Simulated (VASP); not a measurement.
Write the native input for VASP 6.6.1 that does the following.

```yaml
Task: single point
Functional: r2SCAN
Potentials_or_basis: VASP PAW PBE potentials, release 64 (Ag, Br)
Cutoff: 550 eV
k_mesh: 8 × 8 × 8
Occupations: gaussian, width 0.02 eV
Spin: no spin polarisation
Dipole_correction: no
Further_INCAR_settings: ALGO = Normal; EDIFF = 1e-06; NBANDS = 16
```

AgBr:

```
CELL_PARAMETERS angstrom
0.00000 2.83351 2.83351
2.83351 0.00000 2.83351
2.83351 2.83351 0.00000
ATOMIC_POSITIONS crystal
Ag 0.00000 0.00000 0.00000
Br 0.50000 0.50000 0.50000
```

The input as run:

POSCAR

```
AgBr
1.0
    0.0000000000      2.8335147658      2.8335147658
    2.8335147658      0.0000000000      2.8335147658
    2.8335147658      2.8335147658      0.0000000000
Ag Br
1 1
Direct
    0.0000000000      0.0000000000      0.0000000000
    0.5000000000      0.5000000000      0.5000000000
```

INCAR.step1

```
PREC = Accurate
ENCUT = 550
ISMEAR = 0
SIGMA = 0.02
LREAL = F
LASPH = T
NELM = 120
NBANDS = 16
GGA = PE
ALGO = Normal
EDIFF = 1E-5
LWAVE = T
LCHARG = F
GGA_COMPAT = F
```

INCAR.step2

```
PREC = Accurate
ENCUT = 550
EDIFF = 1E-6
ISMEAR = 0
SIGMA = 0.02
LREAL = F
LASPH = T
NELM = 120
ALGO = Normal
ISIF = 2
LWAVE = F
LCHARG = F
METAGGA = R2SCAN
LMIXTAU = T
NBANDS = 16
ISTART = 1
GGA_COMPAT = F
```

KPOINTS

```
regular mesh
0
Gamma
  8 8 8
```

Potentials or basis: VASP PAW PBE potentials, release 64 (Ag, Br).

Launch:

```console
$ cat potpaw_PBE.64/Ag/POTCAR potpaw_PBE.64/Br/POTCAR > POTCAR
$ cp INCAR.step1 INCAR
$ mpirun -np 1 vasp_std > vasp.out
$ cp INCAR.step2 INCAR
$ mpirun -np 1 vasp_std > vasp.out
```

It gave:

- Pressure: 3.3 GPa
- Band gap on the k mesh: 1.25 eV (least direct gap 3.43 eV)

Caveat: the cell stands under pressure; the PAW data sets were made with another functional, which shifts forces and pressure a little.

Wall time 67 s on 1 thread of Intel(R) Xeon(R) Platinum 8259CL CPU @ 2.50GHz (Skylake/Cascade Lake), with other jobs on the host, peak memory 0.19 GiB.
